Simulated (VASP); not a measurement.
HfMg3: density of states with PBE

The system is HfMg3.

```
Hf Mg
1.0
     4.43519    0.00000    0.00000
     0.00000    4.43519    0.00000
     0.00000    0.00000    4.43519
Hf Mg
1 3
Cartesian
  0.0000 0.0000 0.0000
  0.0000 2.2176 2.2176
  2.2176 2.2176 0.0000
  2.2176 0.0000 2.2176
```

```json
{
  "Program": "VASP 6.6.1",
  "Task": "density of states",
  "Functional": "PBE",
  "Potentials or basis": "VASP PAW PBE potentials, release 64 (Hf_pv, Mg)",
  "Cutoff": "520 eV",
  "k mesh": "8 × 8 × 8",
  "Occupations": "gaussian, width 0.05 eV",
  "Spin": "no spin polarisation",
  "Dipole correction": "no",
  "k mesh for the DOS": "12 × 12 × 12",
  "Occupations for the DOS": "tetrahedron",
  "Further INCAR settings": "ALGO = Normal; EDIFF = 1e-06"
}
```

```yaml
Valence_electrons_inside_the_program's_atomic_spheres: Hf 8.05; Mg 0.39
```

Levels at points of the mesh, in eV from the Fermi level:
```csv
k point,band 5,band 6,band 7,band 8,band 9,band 10,band 11,band 12
"(0.00, 0.00, 0.00)",-1.15,-1.15,0.65,0.65,0.65,1.30,1.30,1.30
"(0.50, 0.00, 0.00)",-4.59,-0.67,-0.26,-0.26,1.52,1.99,2.74,2.78
"(0.50, 0.50, 0.00)",-3.09,-2.57,-2.57,0.28,0.28,1.57,2.35,2.40
"(0.50, 0.50, 0.50)",-2.15,-2.15,-1.38,-0.76,-0.76,-0.76,-0.21,2.45
```

Wall time 62 s on 1 thread of Intel(R) Xeon(R) Platinum 8124M CPU @ 3.00GHz (Skylake/Cascade Lake), on a shared host, peak memory 0.26 GiB.

Caveat: spin-orbit coupling is left out, which moves the levels of the heavy elements.
